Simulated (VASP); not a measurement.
# Ir (P6_3/mmc) in VASP: further runs

Ir is run at these levels: r2SCAN; tasks: single point.

Program: VASP 6.6.1. These are calculated values, not measurements. Logs are shortened: lines on timing, memory, paths and dates and some standing lists are left out, and cuts for length are marked.

**1. The cell of the first run**

The structure is hexagonal, space group P6_3/mmc (No. 194). Conventional cell: a = 2.861 Å, b = 2.861 Å, c = 4.462 Å, α = 90.00°, β = 90.00°, γ = 120.00°. Ir (site symmetry -6m2) has 12 Ir at 2.78 to 2.86 Å within 3.7 Å.

This isn't the form of Ir at room conditions, which is fcc.

**2. Single point, r2SCAN (strain +0.040 along x and y, +0.000 along z)**

POSCAR

```
Ir
1.0
    2.8614330104      0.0000000000      0.0000000000
   -1.4307165052      2.4780736782      0.0000000000
    0.0000000000      0.0000000000      4.4622900000
Ir
2
Direct
    0.6666666667      0.3333333333      0.7500000000
    0.3333333333      0.6666666667      0.2500000000
```

INCAR.step1

```
SYSTEM = Ir
PREC     = Accurate       ! precision mode
ENCUT    = 520            ! plane-wave cutoff, eV
ISMEAR   = 0              ! smearing method
SIGMA    = 0.15           ! smearing width, eV
LREAL    = .FALSE.        ! projectors in reciprocal space
LASPH    = .TRUE.         ! aspherical terms in the spheres
NELM     = 100            ! most SCF steps
NBANDS   = 16             ! bands
GGA      = PE             ! functional
ALGO     = Normal         ! electronic algorithm
EDIFF    = 1E-4           ! SCF threshold, eV
LWAVE    = .TRUE.         ! write WAVECAR
LCHARG   = .FALSE.        ! write CHGCAR
```

INCAR.step2

```
SYSTEM = Ir
PREC     = Accurate       ! precision mode
ENCUT    = 520            ! plane-wave cutoff, eV
EDIFF    = 1E-7           ! SCF threshold, eV
ISMEAR   = 0              ! smearing method
SIGMA    = 0.15           ! smearing width, eV
LREAL    = .FALSE.        ! projectors in reciprocal space
LASPH    = .TRUE.         ! aspherical terms in the spheres
NELM     = 100            ! most SCF steps
ALGO     = Normal         ! electronic algorithm
ISIF     = 2              ! what is computed and relaxed
LWAVE    = .FALSE.        ! write WAVECAR
LCHARG   = .FALSE.        ! write CHGCAR
METAGGA  = R2SCAN         ! meta-GGA
LMIXTAU  = .TRUE.       
NBANDS   = 16             ! bands
ISTART   = 1
```

KPOINTS

```
Automatic mesh
0
G
  18 18 12
  0 0 0
```

Potentials or basis: VASP PAW PBE potentials, release 64 (Ir).

Command:

```console
> cat potpaw_PBE.64/Ir/POTCAR > POTCAR
> cp INCAR.step1 INCAR
> mpirun -np 1 vasp_std > vasp.out
> cp INCAR.step2 INCAR
> mpirun -np 1 vasp_std > vasp.out
```

OUTCAR:

```text
SYSTEM = Ir
   PREC = Accurate
   ENCUT = 520
   EDIFF = 1E-7
   ISMEAR = 0
   LREAL = .FALSE.
   LASPH = .TRUE.
   NELM = 100
   ISIF = 2
   METAGGA = R2SCAN
   ISTART = 1

 ion  position               nearest neighbor table
   1  0.667  0.333  0.750-   2 2.78   2 2.78   2 2.78   2 2.78   2 2.78   2 2.78
   2  0.333  0.667  0.250-   1 2.78   1 2.78   1 2.78   1 2.78   1 2.78   1 2.78

  LATTYP: Found a hexagonal cell.
 ALAT       =     2.8614330104
 C/A-ratio  =     1.5594598873

  Lattice vectors:

 A1 = (   2.8614330104,   0.0000000000,   0.0000000000)
 A2 = (  -1.4307165052,   2.4780736782,   0.0000000000)
 A3 = (   0.0000000000,   0.0000000000,   4.4622900000)

Analysis of symmetry for initial positions (statically):
=====================================================================
 Subroutine PRICEL returns:
 Original cell was already a primitive cell.

 Routine SETGRP: Setting up the symmetry group for a
 hexagonal supercell.

 Subroutine GETGRP returns: Found 24 space group operations
 (whereof 12 operations were pure point group operations)
 out of a pool of 24 trial point group operations.

The static configuration has the point symmetry D_3d.
 The point group associated with its full space group is D_6h.

Analysis of symmetry for dynamics (positions and initial velocities):
=====================================================================
 Subroutine PRICEL returns:
 Original cell was already a primitive cell.

 Routine SETGRP: Setting up the symmetry group for a
 hexagonal supercell.

 Subroutine GETGRP returns: Found 24 space group operations
 (whereof 12 operations were pure point group operations)
 out of a pool of 24 trial point group operations.

The dynamic configuration has the point symmetry D_3d.
 The point group associated with its full space group is D_6h.

 Subroutine INISYM returns: Found 24 space group operations
 (whereof 12 operations are pure point group operations),
 and found     1 'primitive' translations

----------------------------------------------------------------------------------------

                                     Primitive cell

  volume of cell :      31.6414

  direct lattice vectors                    reciprocal lattice vectors
     2.861433010  0.000000000  0.000000000     0.349475244  0.201769626  0.000000000
    -1.430716505  2.478073678  0.000000000     0.000000000  0.403539253  0.000000000
     0.000000000  0.000000000  4.462290000     0.000000000  0.000000000  0.224100182

  length of vectors
     2.861433010  2.861433010  4.462290000     0.403539253  0.403539253  0.224100182

  position of ions in fractional coordinates (direct lattice)
     0.666666667  0.333333333  0.750000000
     0.333333333  0.666666667  0.250000000

  ion indices of the primitive-cell ions
   primitive index   ion index
                 1           1
                 2           2

----------------------------------------------------------------------------------------

 KPOINTS: Automatic mesh

Automatic generation of k-mesh.
 Grid dimensions read from file:
 generate k-points for:   18   18   12

 Generating k-lattice:

  Cartesian coordinates                     Fractional coordinates (reciprocal lattice)
     0.019415291  0.011209424  0.000000000     0.055555556  0.000000000  0.000000000
     0.000000000  0.022418847  0.000000000     0.000000000  0.055555556  0.000000000
     0.000000000  0.000000000  0.018675015     0.000000000  0.000000000  0.083333333

  Length of vectors
     0.022418847  0.022418847  0.018675015

  Shift w.r.t. Gamma in fractional coordinates (k-lattice)
     0.000000000  0.000000000  0.000000000

 Subroutine IBZKPT returns following result:
 ===========================================

 Found    259 irreducible k-points:

 Following reciprocal coordinates:
            Coordinates               Weight
  0.000000  0.000000  0.000000      1.000000
  0.055556  0.000000  0.000000      6.000000
  0.111111  0.000000  0.000000      6.000000
  0.166667  0.000000  0.000000      6.000000
  0.222222  0.000000  0.000000      6.000000
  0.277778  0.000000  0.000000      6.000000
[... 16 lines left out ...]
  0.333333  0.111111  0.000000     12.000000
  0.388889  0.111111  0.000000     12.000000
 [... further k-points ...]
   k-points           NKPTS =    259   k-points in BZ     NKDIM =    259   number of bands    NBANDS=     16
   number of dos      NEDOS =    301   number of ions     NIONS =      2
   total plane-waves  NPLWV =  20736
   dimension x,y,z NGX =    24 NGY =   24 NGZ =   36
   dimension x,y,z NGXF=    48 NGYF=   48 NGZF=   72
   ions per type =               2
   NGX,Y,Z   is equivalent  to a cutoff of  13.94, 13.94, 13.41 a.u.
   NGXF,Y,Z  is equivalent  to a cutoff of  27.89, 27.89, 26.82 a.u.
 SYSTEM =  Ir
   PREC   = accura    normal or accurate (medium, high low for compatibility)
   ISTART =      1    job   : 0-new  1-cont  2-samecut
   ICHARG =      0    charge: 1-file 2-atom 10-const
   ISPIN  =      1    spin polarized calculation?
   LNONCOLLINEAR =      F non collinear calculations
   LSORBIT =      F    spin-orbit coupling
   LASPH  =      T    aspherical Exc in radial PAW
   ENCUT  =  520.0 eV  38.22 Ry    6.18 a.u.   5.32  5.32  8.30*2*pi/ulx,y,z
   NELM   =    100;   NELMIN=  2; NELMDL=  0     # of ELM steps
   EDIFF  = 0.1E-06   stopping-criterion for ELM
   LREAL  =      F    real-space projection
   EDIFFG = 0.1E-05   stopping-criterion for IOM
   NSW    =      0    number of steps for IOM
   IBRION =     -1    ionic relax: 0-MD 1-quasi-New 2-CG
   NFREE  =      0    steps in history (QN), initial steepest desc. (CG)
   ISIF   =      2    stress and relaxation
   ISYM   =      2    0-nonsym 1-usesym 2-fastsym
   POTIM  = 0.5000    time-step for ionic-motion
   TEBEG  =    0.0;   TEEND  =   0.0 temperature during run
   PSTRESS=    0.0 pullay stress
   NELECT =      18.0000    total number of electrons
   NUPDOWN=      -1.0000    fix difference up-down
   EMIN   =  10.00;   EMAX   =-10.00  energy-range for DOS
   EFERMI =   0.00;   METHOD = LEGACY
   ISMEAR =     0;   SIGMA  =   0.15  broadening in eV -4-tet -1-fermi 0-gaus
   EFERMI_NEDOS =   21; number of points for ismear=-14 and -15
   IALGO  =     38    algorithm
   IMIX   =      4    mixing-type and parameters
     AMIX     =   0.40;   BMIX     =  1.00
     AMIX_MAG =   1.60;   BMIX_MAG =  1.00
  volume/ion in A,a.u.               =      15.82       106.76
  Fermi-wavevector in a.u.,A,eV,Ry     =   1.356481  2.563378 25.035284  1.840041
  Thomas-Fermi vector in A             =   2.483481
   LORBIT       =      0    0 simple, 1 ext, 2 COOP (PROOUT), +10 PAW based schemes
   METAGGA = R2SCAN    functional components
   LHFCALC =     F    Hartree Fock is set to
   AEXX    =    0.0000 exact exchange contribution
   IVDW    =     0    specifies the selected vdW correction
   LEPSILON=     F    determine dielectric tensor
   LRPA    =     F    only Hartree local field effects (RPA)
 non-spin polarized calculation
 Gauss-broadening in eV      SIGMA  =   0.15
  energy-cutoff  :      520.00
  volume of cell :       31.64
 maximum number of plane-waves:       868
 NGX is ok and might be reduce to    24
   NGX = 11   NGY = 11   NGZ = 17

 number of electron      17.9999999 magnetization

 Free energy of the ion-electron system (eV)
  ---------------------------------------------------
  ext. energy  EPLUGINS =         0.00000000
  ---------------------------------------------------
  free energy    TOTEN  =      -104.26554822 eV

  energy without entropy =     -104.23359254  energy(sigma->0) =     -104.24957038

 E-fermi :   8.4919     XC(G=0): -14.5633

 val. band max:        8.4881119911   @ k =   0.3889   0.0000   0.3333
 cond. band min:       8.4945725177   @ k =   0.3889   0.2222   0.2500
 fundamental gap:      0.0064605266
 Fermi energy:         8.4918525418

 k-point     1 :       0.0000    0.0000    0.0000
  band No.  band energies     occupation
      1      -1.9923      2.00000
      2       1.1879      2.00000
      3       5.0781      2.00000
      4       5.0781      2.00000
      5       5.3412      2.00000
      6       5.7196      2.00000
[... 8 lines left out ...]
     15      26.3366      0.00000
     16      26.7264      0.00000

 k-point     2 :       0.0556    0.0000    0.0000
  band No.  band energies     occupation
      1      -1.8831      2.00000
      2       1.2794      2.00000
      3       4.8686      2.00000
      4       5.1647      2.00000
      5       5.5300      2.00000
      6       5.6693      2.00000
[... 8 lines left out ...]
     15      26.4562      0.00000
     16      26.8082      0.00000

 k-point     3 :       0.1111    0.0000    0.0000
  band No.  band energies     occupation
      1      -1.5627      2.00000
      2       1.5367      2.00000
      3       4.5462      2.00000
      4       5.4208      2.00000
      5       5.5119      2.00000
      6       5.6038      2.00000
[... 8 lines left out ...]
     15      26.3957      0.00000
     16      26.7631      0.00000

 k-point     4 :       0.1667    0.0000    0.0000
  band No.  band energies     occupation
      1      -1.0550      2.00000
      2       1.8954      2.00000
      3       4.2376      2.00000
      4       4.9589      2.00000
      5       5.3272      2.00000
      6       5.5804      2.00000
[... 8 lines left out ...]
     15      25.8478      0.00000
     16      26.0692      0.00000
[... 324 lines left out ...]
 k-point    22 :       0.2778    0.1111    0.0000
  band No.  band energies     occupation
      1       1.2345      2.00000
      2       2.4524      2.00000
      3       3.0480      2.00000
      4       3.9961      2.00000
      5       4.6868      2.00000
      6       5.4561      2.00000
[... 8 lines left out ...]
     15      20.0132      0.00000
     16      24.2770      0.00000

 k-point    23 :       0.3333    0.1111    0.0000
  band No.  band energies     occupation
      1       1.6952      2.00000
      2       2.2712      2.00000
      3       2.7008      2.00000
      4       4.3694      2.00000
      5       4.5881      2.00000
      6       5.5535      2.00000
[... 8 lines left out ...]
     15      18.9038      0.00000
     16      22.9165      0.00000

 k-point    24 :       0.3889    0.1111    0.0000
  band No.  band energies     occupation
      1       1.9270      2.00000
      2       2.1371      2.00000
      3       2.4882      2.00000
      4       4.5352      2.00000
      5       4.7521      2.00000
      6       5.4320      2.00000
[... 8 lines left out ...]
     15      18.8989      0.00000
     16      21.3168      0.00000

 [... further k-points ...]

------------------------ aborting loop because EDIFF is reached ----------------------------------------

  FORCE on cell =-STRESS in cart. coord.  units (eV):
  Direction    XX          YY          ZZ          XY          YZ          ZX
  --------------------------------------------------------------------------------------
  -------------------------------------------------------------------------------------
  Total       -5.9658354     -5.9658354     -4.3552500     -0.0000000      0.0000000      0.0000000
  in kB     -302.0829831   -302.0829830   -220.5302040     -0.0000000      0.0000000      0.0000000
  external PRESSURE =    -274.8987234 kB  Pullay stress =       0.0000000 kB

 VOLUME and BASIS-vectors are now :
 -----------------------------------------------------------------------------
  energy-cutoff  :      520.00
  volume of cell :       31.64
      direct lattice vectors                 reciprocal lattice vectors
     2.861433010  0.000000000  0.000000000     0.349475244  0.201769626  0.000000000
    -1.430716505  2.478073678  0.000000000     0.000000000  0.403539253  0.000000000
     0.000000000  0.000000000  4.462290000     0.000000000  0.000000000  0.224100182

 POSITION                                       TOTAL-FORCE (eV/Angst)
 -----------------------------------------------------------------------------------
      1.43072      0.82602      3.34672        -0.000000     -0.000000      0.000000
     -0.00000      1.65205      1.11557         0.000000      0.000000      0.000000
 -----------------------------------------------------------------------------------
    total drift:                               -0.000000      0.000000     -0.000000

  FREE ENERGIE OF THE ION-ELECTRON SYSTEM (eV)
  ---------------------------------------------------
  free  energy   TOTEN  =      -104.2655482189 eV

  energy  without entropy=     -104.2335925350  energy(sigma->0) =     -104.24957038
```

Wall time 8.5 min (1 thread of Intel Xeon 8259CL, shared host); peak memory 0.22 GiB.

Results:

```
Free energy            : -104.2655 eV
Pressure               : -27.5 GPa
Band gap on the k mesh : zero (bands 9 and 10 overlap by 2.84 eV)
```

Stress tensor (GPa, compression positive):
```
-30.21   0.00   0.00
  0.00 -30.21   0.00
  0.00   0.00 -22.05
```

Caveat: the cell differs from its parent crystal (strain +0.040 along x and y, +0.000 along z); the stress differs along the axes, from -30 to -22 GPa; the PAW data sets were made with another functional, which shifts forces and pressure a little; spin-orbit coupling is left out, which moves the levels of the heavy elements.

**3. Single point, r2SCAN (strain +0.080 along x and y, -0.040 along z)**

POSCAR

```
Ir
1.0
    2.9714881261      0.0000000000      0.0000000000
   -1.4857440631      2.5733842043      0.0000000000
    0.0000000000      0.0000000000      4.2837984000
Ir
2
Direct
    0.6666666667      0.3333333333      0.7500000000
    0.3333333333      0.6666666667      0.2500000000
```

INCAR.step1

```
SYSTEM = Ir
ALGO = Normal
EDIFF = 1E-4
ENCUT = 520
GGA = PE
ISMEAR = 0
LASPH = .TRUE.
LCHARG = .FALSE.
LREAL = .FALSE.
LWAVE = .TRUE.
NBANDS = 16
NELM = 80
PREC = Accurate
SIGMA = 0.15
```

INCAR.step2

```
SYSTEM = Ir
ALGO = Normal
EDIFF = 1E-6
ENCUT = 520
ISIF = 2
ISMEAR = 0
ISTART = 1
LASPH = .TRUE.
LCHARG = .TRUE.
LELF = .TRUE.
LMIXTAU = .TRUE.
LREAL = .FALSE.
LVHAR = .TRUE.
LWAVE = .FALSE.
METAGGA = R2SCAN
NBANDS = 16
NELM = 80
PREC = Accurate
SIGMA = 0.15
```

KPOINTS

```
k-points
0
G
  18 18 12
  0 0 0
```

Potentials or basis: VASP PAW PBE potentials, release 64 (Ir).

Command:

```console
> cat potpaw_PBE.64/Ir/POTCAR > POTCAR
> cp INCAR.step1 INCAR
> mpirun -np 1 vasp_std > vasp.out
> cp INCAR.step2 INCAR
> mpirun -np 1 vasp_std > vasp.out
```

Run time: 6.3 min. Hardware: 1 thread of Intel Xeon 8259CL, shared host; peak memory 0.22 GiB.

It converged, with:

| Property | Result |
| --- | --- |
| Free energy | -103.9230 eV |
| Pressure | -30.6 GPa |
| Band gap on the k mesh | zero (bands 9 and 10 overlap by 2.16 eV) |

Stress tensor (GPa, compression positive):
```
-36.21   0.00   0.00
  0.00 -36.21   0.00
  0.00   0.00 -19.47
```

Levels at points of the mesh, in eV from the Fermi level:
```tsv
k point	band 6	band 7	band 8	band 9	band 10	band 11	band 12	band 13
(0.00, 0.00, 0.00)	-2.84	-2.52	-2.52	-2.31	0.23	0.23	0.82	7.75
(0.50, 0.00, 0.00)	-2.47	-1.85	-0.14	0.48	1.20	2.09	3.20	8.71
(0.00, 0.00, 0.50)	-3.73	-3.27	-3.27	-0.28	-0.28	-0.28	-0.28	14.38
(0.50, 0.00, 0.50)	-2.23	-0.79	-0.79	0.28	0.28	1.72	1.72	6.63
```

Caveat: the cell differs from its parent crystal (strain +0.080 along x and y, -0.040 along z); the stress differs along the axes, from -36 to -19 GPa; the PAW data sets were made with another functional, which shifts forces and pressure a little; spin-orbit coupling is left out, which moves the levels of the heavy elements.
